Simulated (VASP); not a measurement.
**SrIrO3: single point with LDA**

Crystal: SrIrO3.

```
Sr Ir O
1.0
     3.99805    0.00000    0.00000
     0.00000    3.99805    0.00000
     0.00000    0.00000    3.99805
Sr Ir O
1 1 3
Direct
  0.00000 0.00000 0.00000
  0.50000 0.50000 0.50000
  0.50000 0.50000 0.00000
  0.50000 0.00000 0.50000
  0.00000 0.50000 0.50000
```

* Program: VASP 6.6.1
* Task: single point
* Functional: LDA
* Potentials or basis: VASP PAW LDA potentials, release 64 (Sr_sv, Ir, O)
* Cutoff: 520 eV
* k mesh: 6 × 6 × 6
* Occupations: fermi-dirac, width 0.1 eV
* Spin: no spin polarisation
* Dipole correction: no
* Further INCAR settings: ALGO = Normal; EDIFF = 1e-06; NBANDS = 26

| Quantity | Value |
| --- | --- |
| Pressure | -10.4 GPa |
| Band gap on the k mesh | zero (an odd number of electrons rules out a gap without spin polarisation) |

Levels at points of the mesh, in eV from the Fermi level:
| k point | band 15 | band 16 | band 17 | band 18 | band 19 | band 20 | band 21 | band 22 | band 23 | band 24 |
| --- | --- | --- | --- | --- | --- | --- | --- | --- | --- | --- |
| (0.00, 0.00, 0.00) | -3.04 | -3.04 | -2.68 | -2.68 | -2.68 | -0.45 | -0.45 | 3.26 | 3.48 | 3.48 |
| (0.50, 0.00, 0.00) | -3.18 | -3.03 | -3.03 | -0.43 | -0.08 | -0.08 | 2.25 | 5.21 | 5.22 | 6.01 |
| (0.50, 0.50, 0.00) | -3.48 | -2.02 | -0.15 | -0.15 | 0.26 | 0.75 | 5.68 | 5.71 | 6.15 | 7.42 |
| (0.50, 0.50, 0.50) | -1.94 | -1.94 | 0.58 | 0.58 | 0.58 | 4.72 | 4.72 | 4.72 | 5.69 | 5.69 |

It took 30 s on 1 thread of AMD EPYC 7R43 64-Core Processor (Zen 3), on a shared host, peak memory 0.14 GiB.

Caveat: the cell stands under tension; spin-orbit coupling is left out, which moves the levels of the heavy elements; an odd number of electrons without spin polarisation forces a metal; a magnetic or distorted state may lie lower.
